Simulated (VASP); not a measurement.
Ta2N, 3 atoms in the cell. The structure is trigonal, space group P-3m1 (No. 164). The conventional cell has a = 3.113 Å, b = 3.113 Å, c = 4.870 Å, α = 90.00°, β = 90.00°, γ = 120.00°. Within 3.2 Å of Ta (site symmetry 3m) lie 3 N at 2.18 Å and 12 Ta at 2.99 to 3.11 Å. N (site symmetry -3m) has 6 Ta at 2.18 Å within 2.9 Å. 

| Quantity | Value |
| --- | --- |
| Program | VASP 6.6.1 |
| Task | relaxation of cell and atoms |
| Functional | revPBE |
| Potentials or basis | VASP PAW PBE potentials, release 64 (Ta_pv, N) |
| Cutoff | 600 eV |
| k mesh | 10 × 10 × 6 |
| Occupations | fermi-dirac, width 0.05 eV |
| Spin | no spin polarisation |
| Dipole correction | no |
| Further INCAR settings | ALGO = Normal; EDIFF = 1e-07; IBRION = 2; EDIFFG = -0.01; NSW = 60; ISIF = 3 |

Potentials or basis: VASP PAW PBE potentials, release 64 (Ta_pv, N).

Run with:

```console
$ cat potpaw_PBE.64/Ta_pv/POTCAR potpaw_PBE.64/N/POTCAR > POTCAR
$ mpirun -np 1 vasp_std > vasp.out
```

Hardware: 1 thread of Intel Xeon 8259CL, with other jobs on the host.

Task: Estimate the wall time of this run.

Result: Run time: 5.9 min on 1 thread of Intel Xeon 8259CL, with other jobs on the host, peak memory 0.23 GiB. Counts: scf iterations 47, k points 72, ion steps 5.
